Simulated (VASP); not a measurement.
Here is a VASP 6.6.1 calculation.

The input INCAR:

```
PREC = Accurate
ENCUT = 600
EDIFF = 1E-6
ISMEAR = -1
SIGMA = 0.03
LREAL = F
LASPH = T
NELM = 80
ALGO = Normal
ISIF = 3
LWAVE = F
LCHARG = F
GGA = PS
IBRION = 2
NSW = 100
EDIFFG = -0.01
```

The input KPOINTS:

```
regular mesh
0
Gamma
  6 6 6
```

The input POSCAR:

```
Al2O3
1.0
    2.2808387500      1.3168428663      4.1359209333
   -2.2808387500      1.3168428663      4.1359209333
    0.0000000000     -2.6336857326      4.1359209333
Al O
4 6
Direct
    0.8550000000      0.8550000000      0.8550000000
    0.3550000000      0.3550000000      0.3550000000
    0.1450000000      0.1450000000      0.1450000000
    0.6450000000      0.6450000000      0.6450000000
    0.4450000000      0.0550000000      0.7500000000
    0.0550000000      0.7500000000      0.4450000000
    0.5550000000      0.9450000000      0.2500000000
    0.2500000000      0.5550000000      0.9450000000
    0.9450000000      0.2500000000      0.5550000000
    0.7500000000      0.4450000000      0.0550000000
```

Potentials or basis: VASP PAW PBE potentials, release 64 (Al, O).

Run with:

```bash
$ cat potpaw_PBE.64/Al/POTCAR potpaw_PBE.64/O/POTCAR > POTCAR
$ mpirun -np 1 vasp_std > vasp.out
```

Question: Predict the space group after relaxing (to 0.1 Å).

Answer: R-3c (No. 167).

Question: Predict the band gap on the k mesh.

Answer: 6.04 eV.

Question: What does it give for the relaxed cell?

Answer: a = 5.139 Å, b = 5.139 Å, c = 5.139 Å, α = 55.36°, β = 55.36°, γ = 55.36°.

Final structure:
```yaml
crystal:
  lattice:
    - [2.38710, 1.37819, 4.33694]
    - [-2.38710, 1.37819, 4.33694]
    - [0.00000, -2.75639, 4.33694]
  atoms:
    - { symbol: Al, position: [0.85207, 0.85207, 0.85207] }
    - { symbol: Al, position: [0.35207, 0.35207, 0.35207] }
    - { symbol: Al, position: [0.14793, 0.14793, 0.14793] }
    - { symbol: Al, position: [0.64793, 0.64793, 0.64793] }
    - { symbol: O, position: [0.44418, 0.05582, 0.75000] }
    - { symbol: O, position: [0.05582, 0.75000, 0.44418] }
    - { symbol: O, position: [0.55582, 0.94418, 0.25000] }
    - { symbol: O, position: [0.25000, 0.55582, 0.94418] }
    - { symbol: O, position: [0.94418, 0.25000, 0.55582] }
    - { symbol: O, position: [0.75000, 0.44418, 0.05582] }
```

 A k mesh can miss the band edges.
